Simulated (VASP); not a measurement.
A run of VASP 6.6.1:

Contents of INCAR:

```
  ALGO = Normal
  EDIFF = 1E-6
  ENCUT = 520
  GGA = PS
  ISIF = 2
  ISMEAR = -1
  LASPH = True
  LCHARG = False
  LREAL = False
  LWAVE = False
  NBANDS = 19
  NELM = 100
  PREC = Accurate
  SIGMA = 0.08
```

Contents of KPOINTS:

```
k-points
0
Gamma
  13 13 7
```

POSCAR

```
Zr
1.0
    3.2103063057      0.0000000000      0.0000000000
   -1.6051531528      2.7802068146      0.0000000000
    0.0000000000      0.0000000000      5.1124553350
Zr
2
Direct
    0.3333333333      0.6666666667      0.2500000000
    0.6666666667      0.3333333333      0.7500000000
```

Potentials or basis: VASP PAW PBE potentials, release 64 (Zr_sv).

Run with:

```bash
$ cat potpaw_PBE.64/Zr_sv/POTCAR > POTCAR
$ mpirun -np 1 vasp_std > vasp.out
```

Hardware: 1 thread of Intel Xeon 8259CL (shared host).

Problem. How long does it take, and how much memory?

Solution. Run time: 79 s on 1 thread of Intel Xeon 8259CL, on a shared host, peak memory 0.19 GiB. Counts: scf iterations 12, k points 84.
